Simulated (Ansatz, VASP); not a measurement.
# PbO2: VASP beside Ansatz

Contents of INCAR:

```
SYSTEM = PbO2
PREC     = Accurate       ! precision mode
ENCUT    = 600            ! plane-wave cutoff, eV
EDIFF    = 1E-6           ! SCF threshold, eV
ISMEAR   = 0              ! smearing method
SIGMA    = 0.1            ! smearing width, eV
LREAL    = .FALSE.        ! projectors in reciprocal space
LASPH    = .TRUE.         ! aspherical terms in the spheres
NELM     = 80             ! most SCF steps
ALGO     = Normal         ! electronic algorithm
ISIF     = 3              ! what is computed and relaxed
LWAVE    = .FALSE.        ! write WAVECAR
LCHARG   = .FALSE.        ! write CHGCAR
GGA      = PE             ! functional
IVDW     = 12             ! dispersion correction
IBRION   = 2              ! ionic algorithm
NSW      = 70             ! ionic steps
EDIFFG   = -0.005         ! ionic threshold
```

The input KPOINTS:

```
Automatic mesh
0
G
  8 8 10
  0 0 0
```

File POSCAR:

```
PbO2
1.0
    5.0820153149      0.0000000000      0.0000000000
    0.0000000000      5.0820153149      0.0000000000
    0.0000000000      0.0000000000      3.4428066694
Pb O
2 4
Direct
    0.0000000000      0.0000000000      0.0000000000
    0.5000000000      0.5000000000      0.5000000000
    0.3079753846      0.3079753846      0.0000000000
    0.1920246154      0.8079753846      0.5000000000
    0.6920246154      0.6920246154      0.0000000000
    0.8079753846      0.1920246154      0.5000000000
```

Input for Ansatz:

```yaml
crystal:
  lattice:
    - [5.0820153149, 0.0, 0.0]
    - [0.0, 5.0820153149, 0.0]
    - [0.0, 0.0, 3.4428066694]
  atoms:
    - { symbol: Pb, position: [0.0, 0.0, 0.0] }
    - { symbol: Pb, position: [0.5, 0.5, 0.5] }
    - { symbol: O, position: [0.3079753846, 0.3079753846, 0.0] }
    - { symbol: O, position: [0.1920246154, 0.8079753846, 0.5] }
    - { symbol: O, position: [0.6920246154, 0.6920246154, 0.0] }
    - { symbol: O, position: [0.8079753846, 0.1920246154, 0.5] }
basis:
  ecutwfc: 420
kpoints:
  mp_grid: { grid: [8, 8, 10] }
hamiltonian:
  xc: pbe
  dispersion: d3bj
scf:
  occupations: { method: gaussian, width: 0.1 }
output:
  forces: true
  stress: true
  eigenvalues: true
relax:
  adjacent_minimum: "off"
  f_tol: 0.005
  max_steps: 50
  cell: { stress_tol: 0.05 }
```

Alike in both runs: task relaxation of cell and atoms; functional PBE; dispersion D3(BJ); k mesh 8 × 8 × 10; occupations gaussian, width 0.1 eV; no spin polarisation.

|  | VASP | Ansatz |
| --- | --- | --- |
| version | VASP 6.6.1 | Ansatz 0.2.0 |
| potentials or method | VASP PAW PBE potentials, release 64 (Pb_d, O), cutoff 600 eV | scalar-relativistic, plane waves, PAW |
| valence electrons in the cell | 52 | 52 |

VASP gave:

| Quantity | Value |
| --- | --- |
| relaxed volume (Å³/atom) | 14.51 |
| relaxed cell length with the largest relative difference (Å) | 3.444 |

Q: Estimate Ansatz's values.

A: Relaxed volume (Å³/atom): 14.51; relaxed cell length with the largest relative difference (Å): 3.440.

Neither program's run includes spin-orbit coupling.
